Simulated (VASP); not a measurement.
# Hf (Fm-3m) in VASP: notebook

The runs below take Hf through single point, with PBEsol.

All numbers are computed with VASP 6.6.1; they aren't measurements. Logs are shortened: lines on timing, memory, paths and dates and some standing lists are left out, and cuts for length are marked.

### 1 The cell of the first run

It takes space group Fm-3m (No. 225, cubic). Conventional cell: a = 3.923 Å, b = 3.923 Å, c = 3.923 Å, α = 90.00°, β = 90.00°, γ = 90.00°. Within 3.7 Å of Hf (site symmetry m-3m) lie 12 Hf at 2.77 Å.

### 2 Single point, PBEsol

The input, INCAR:

```
ALGO = Normal ; EDIFF = 1E-6
ENCUT = 520 ; GGA = PS
ISIF = 2 ; ISMEAR = -1
LASPH = T ; LCHARG = T
LELF = T ; LREAL = F
LVHAR = T ; LWAVE = F
NBANDS = 11 ; NELM = 100
PREC = Accurate ; SIGMA = 0.1
```

The input, KPOINTS:

```
k-points
0
Gamma
  17 17 17
```

The input, POSCAR:

```
Hf
1.0
    0.0000000000      1.9613470989      1.9613470989
    1.9613470989      0.0000000000      1.9613470989
    1.9613470989      1.9613470989      0.0000000000
Hf
1
Direct
    0.0000000000      0.0000000000      0.0000000000
```

Potentials or basis: VASP PAW PBE potentials, release 64 (Hf_pv).

Started as:

```bash
> cat potpaw_PBE.64/Hf_pv/POTCAR > POTCAR
> mpirun -np 1 vasp_std > vasp.out
```

OUTCAR:

```text
EDIFF = 1E-6
   ENCUT = 520
   GGA = PS
   ISIF = 2
   ISMEAR = -1
   LASPH = T
   LREAL = F
   NELM = 100
   PREC = Accurate

 ion  position               nearest neighbor table
   1  0.000  0.000  0.000-

  LATTYP: Found a face centered cubic cell.
 ALAT       =     3.9226941978

  Lattice vectors:

 A1 = (   0.0000000000,   1.9613470989,   1.9613470989)
 A2 = (   1.9613470989,   0.0000000000,   1.9613470989)
 A3 = (   1.9613470989,   1.9613470989,   0.0000000000)

Analysis of symmetry for initial positions (statically):
=====================================================================
 Subroutine PRICEL returns:
 Original cell was already a primitive cell.

 Routine SETGRP: Setting up the symmetry group for a
 face centered cubic supercell.

 Subroutine GETGRP returns: Found 48 space group operations
 (whereof 48 operations were pure point group operations)
 out of a pool of 48 trial point group operations.

The static configuration has the point symmetry O_h .

Analysis of symmetry for dynamics (positions and initial velocities):
=====================================================================
 Subroutine PRICEL returns:
 Original cell was already a primitive cell.

 Routine SETGRP: Setting up the symmetry group for a
 face centered cubic supercell.

 Subroutine GETGRP returns: Found 48 space group operations
 (whereof 48 operations were pure point group operations)
 out of a pool of 48 trial point group operations.

The dynamic configuration has the point symmetry O_h .

 Subroutine INISYM returns: Found 48 space group operations
 (whereof 48 operations are pure point group operations),
 and found     1 'primitive' translations

----------------------------------------------------------------------------------------

                                     Primitive cell

  volume of cell :      15.0901

  direct lattice vectors                    reciprocal lattice vectors
     0.000000000  1.961347099  1.961347099    -0.254926831  0.254926831  0.254926831
     1.961347099  0.000000000  1.961347099     0.254926831 -0.254926831  0.254926831
     1.961347099  1.961347099  0.000000000     0.254926831  0.254926831 -0.254926831

  length of vectors
     2.773763668  2.773763668  2.773763668     0.441546223  0.441546223  0.441546223

  position of ions in fractional coordinates (direct lattice)
     0.000000000  0.000000000  0.000000000

  ion indices of the primitive-cell ions
   primitive index   ion index
                 1           1

----------------------------------------------------------------------------------------

 KPOINTS: k-points

Automatic generation of k-mesh.
 Grid dimensions read from file:
 generate k-points for:   17   17   17

 Generating k-lattice:

  Cartesian coordinates                     Fractional coordinates (reciprocal lattice)
    -0.014995696  0.014995696  0.014995696     0.058823529  0.000000000  0.000000000
     0.014995696 -0.014995696  0.014995696     0.000000000  0.058823529  0.000000000
     0.014995696  0.014995696 -0.014995696     0.000000000  0.000000000  0.058823529

  Length of vectors
     0.025973307  0.025973307  0.025973307

  Shift w.r.t. Gamma in fractional coordinates (k-lattice)
     0.000000000  0.000000000  0.000000000

 Subroutine IBZKPT returns following result:
 ===========================================

 Found    165 irreducible k-points:

 Following reciprocal coordinates:
            Coordinates               Weight
  0.000000  0.000000  0.000000      1.000000
  0.058824  0.000000  0.000000      8.000000
  0.117647  0.000000  0.000000      8.000000
  0.176471  0.000000  0.000000      8.000000
  0.235294  0.000000  0.000000      8.000000
  0.294118  0.000000  0.000000      8.000000
[... 16 lines left out ...]
 -0.176471  0.058824  0.000000     24.000000
 -0.117647  0.058824  0.000000     24.000000
 [... further k-points ...]
   k-points           NKPTS =    165   k-points in BZ     NKDIM =    165   number of bands    NBANDS=     11
   number of dos      NEDOS =    301   number of ions     NIONS =      1
   total plane-waves  NPLWV =  13824
   dimension x,y,z NGX =    24 NGY =   24 NGZ =   24
   dimension x,y,z NGXF=    48 NGYF=   48 NGZF=   48
   ions per type =               1
   NGX,Y,Z   is equivalent  to a cutoff of  14.38, 14.38, 14.38 a.u.
   NGXF,Y,Z  is equivalent  to a cutoff of  28.77, 28.77, 28.77 a.u.
 SYSTEM =  unknown system
   PREC   = accura    normal or accurate (medium, high low for compatibility)
   ISTART =      0    job   : 0-new  1-cont  2-samecut
   ICHARG =      2    charge: 1-file 2-atom 10-const
   ISPIN  =      1    spin polarized calculation?
   LNONCOLLINEAR =      F non collinear calculations
   LSORBIT =      F    spin-orbit coupling
   LASPH  =      T    aspherical Exc in radial PAW
   ENCUT  =  520.0 eV  38.22 Ry    6.18 a.u.   5.16  5.16  5.16*2*pi/ulx,y,z
   NELM   =    100;   NELMIN=  2; NELMDL= -5     # of ELM steps
   EDIFF  = 0.1E-05   stopping-criterion for ELM
   LREAL  =      F    real-space projection
   EDIFFG = 0.1E-04   stopping-criterion for IOM
   NSW    =      0    number of steps for IOM
   IBRION =     -1    ionic relax: 0-MD 1-quasi-New 2-CG
   NFREE  =      0    steps in history (QN), initial steepest desc. (CG)
   ISIF   =      2    stress and relaxation
   ISYM   =      2    0-nonsym 1-usesym 2-fastsym
   POTIM  = 0.5000    time-step for ionic-motion
   TEBEG  =    0.0;   TEEND  =   0.0 temperature during run
   PSTRESS=    0.0 pullay stress
   NELECT =      10.0000    total number of electrons
   NUPDOWN=      -1.0000    fix difference up-down
   EMIN   =  10.00;   EMAX   =-10.00  energy-range for DOS
   EFERMI =   0.00;   METHOD = LEGACY
   ISMEAR =    -1;   SIGMA  =   0.10  broadening in eV -4-tet -1-fermi 0-gaus
   EFERMI_NEDOS =   21; number of points for ismear=-14 and -15
   IALGO  =     38    algorithm
   IMIX   =      4    mixing-type and parameters
     AMIX     =   0.40;   BMIX     =  1.00
     AMIX_MAG =   1.60;   BMIX_MAG =  1.00
  volume/ion in A,a.u.               =      15.09       101.83
  Fermi-wavevector in a.u.,A,eV,Ry     =   1.427284  2.697176 27.716964  2.037139
  Thomas-Fermi vector in A             =   2.547470
   LORBIT       =      0    0 simple, 1 ext, 2 COOP (PROOUT), +10 PAW based schemes
   GGA     = PS    functional components
   LHFCALC =     F    Hartree Fock is set to
   AEXX    =    0.0000 exact exchange contribution
   IVDW    =     0    specifies the selected vdW correction
   LEPSILON=     F    determine dielectric tensor
   LRPA    =     F    only Hartree local field effects (RPA)
 non-spin polarized calculation
  energy-cutoff  :      520.00
  volume of cell :       15.09
 maximum number of plane-waves:       419
 NGX is ok and might be reduce to    24
   NGX = 11   NGY = 11   NGZ = 11

 number of electron      10.0000000 magnetization

 number of electron       9.9999999 magnetization

 Free energy of the ion-electron system (eV)
  ---------------------------------------------------
  ext. energy  EPLUGINS =         0.00000000
  ---------------------------------------------------
  free energy    TOTEN  =        -9.37436007 eV

  energy without entropy =       -9.34667517  energy(sigma->0) =       -9.36051762

 E-fermi :   7.7251     XC(G=0): -13.3324

 val. band max:        7.7217573264   @ k =  -0.2941   0.4118   0.1765
 cond. band min:       7.7265428645   @ k =  -0.2941   0.1765   0.0000
 fundamental gap:      0.0047855381
 Fermi energy:         7.7251163487

 k-point     1 :       0.0000    0.0000    0.0000
  band No.  band energies     occupation
      1     -20.8445      2.00000
      2     -20.8445      2.00000
      3     -20.8445      2.00000
      4      -0.5962      2.00000
      5       9.0382      0.00000
      6       9.0382      0.00000
      7       9.0382      0.00000
      8      13.5585      0.00000
      9      13.5585      0.00000
     10      20.4285      0.00000
     11      21.8818      0.00000

 k-point     2 :       0.0588    0.0000    0.0000
  band No.  band energies     occupation
      1     -20.9553      2.00000
      2     -20.8566      2.00000
      3     -20.8566      2.00000
      4      -0.3899      2.00000
      5       8.8453      0.00003
      6       9.1330      0.00000
      7       9.1330      0.00000
      8      13.4267      0.00000
      9      13.4267      0.00000
     10      20.8604      0.00000
     11      21.8812      0.00000

 k-point     3 :       0.1176    0.0000    0.0000
  band No.  band energies     occupation
      1     -21.2637      2.00000
      2     -20.8910      2.00000
      3     -20.8910      2.00000
      4       0.1872      2.00000
      5       8.3843      0.00274
      6       9.3739      0.00000
      7       9.3739      0.00000
      8      13.1382      0.00000
      9      13.1382      0.00000
     10      21.8741      0.00000
     11      21.9282      0.00000

 k-point     4 :       0.1765    0.0000    0.0000
  band No.  band energies     occupation
      1     -21.7086      2.00000
      2     -20.9425      2.00000
      3     -20.9425      2.00000
      4       1.0088      2.00000
      5       7.9093      0.27356
      6       9.6077      0.00000
      7       9.6077      0.00000
      8      12.9757      0.00000
      9      12.9757      0.00000
     10      21.8603      0.00000
     11      22.1704      0.00000
[... 239 lines left out ...]
 k-point    22 :      -0.2353    0.0588    0.0000
  band No.  band energies     occupation
      1     -22.3873      2.00000
      2     -21.1340      2.00000
      3     -20.9924      2.00000
      4       2.2712      2.00000
      5       7.5698      1.65069
      6       9.4306      0.00000
      7       9.6830      0.00000
      8      12.6896      0.00000
      9      14.3796      0.00000
     10      21.3514      0.00000
     11      21.8998      0.00000

 k-point    23 :      -0.1765    0.0588    0.0000
  band No.  band energies     occupation
      1     -21.8972      2.00000
      2     -21.0616      2.00000
      3     -20.9319      2.00000
      4       1.4656      2.00000
      5       7.6402      1.40079
      6       9.6312      0.00000
      7       9.7790      0.00000
      8      12.2690      0.00000
      9      13.7157      0.00000
     10      21.8627      0.00000
     11      22.3176      0.00000

 k-point    24 :      -0.1176    0.0588    0.0000
  band No.  band energies     occupation
      1     -21.4451      2.00000
      2     -20.9872      2.00000
      3     -20.8850      2.00000
      4       0.6087      2.00000
      5       8.0483      0.07600
      6       9.5456      0.00000
      7       9.5653      0.00000
      8      12.4817      0.00000
      9      13.4912      0.00000
     10      21.8777      0.00000
     11      22.6300      0.00000

 [... further k-points ...]

------------------------ aborting loop because EDIFF is reached ----------------------------------------

  FORCE on cell =-STRESS in cart. coord.  units (eV):
  Direction    XX          YY          ZZ          XY          YZ          ZX
  --------------------------------------------------------------------------------------
  -------------------------------------------------------------------------------------
  Total        6.6104372      6.6104372      6.6104372      0.0000000      0.0000000      0.0000000
  in kB      701.8550028    701.8550028    701.8550028      0.0000000      0.0000000      0.0000000
  external PRESSURE =     701.8550028 kB  Pullay stress =       0.0000000 kB

 VOLUME and BASIS-vectors are now :
 -----------------------------------------------------------------------------
  energy-cutoff  :      520.00
  volume of cell :       15.09
      direct lattice vectors                 reciprocal lattice vectors
     0.000000000  1.961347099  1.961347099    -0.254926831  0.254926831  0.254926831
     1.961347099  0.000000000  1.961347099     0.254926831 -0.254926831  0.254926831
     1.961347099  1.961347099  0.000000000     0.254926831  0.254926831 -0.254926831

 POSITION                                       TOTAL-FORCE (eV/Angst)
 -----------------------------------------------------------------------------------
      0.00000      0.00000      0.00000         0.000000     -0.000000     -0.000000
 -----------------------------------------------------------------------------------
    total drift:                                0.000000      0.000000      0.000000

  FREE ENERGIE OF THE ION-ELECTRON SYSTEM (eV)
  ---------------------------------------------------
  free  energy   TOTEN  =        -9.3743600664 eV

  energy  without entropy=       -9.3466751738  energy(sigma->0) =       -9.36051762
```

Run time: 9.6 s. Hardware: 1 thread of Intel Xeon 6975P-C, shared host; peak memory 0.16 GiB.

Results:

| Item | Value |
| --- | --- |
| Free energy | -9.3744 eV |
| Pressure | 70.2 GPa |
| Band gap on the k mesh | zero (band 5 reaches 9.04 eV, above the bottom of band 6 at 7.00 eV) |

Caveat: the PAW data sets were made with another functional, which shifts forces and pressure a little; spin-orbit coupling is left out, which moves the levels of the heavy elements.

(Continued in part 2 of 2.)
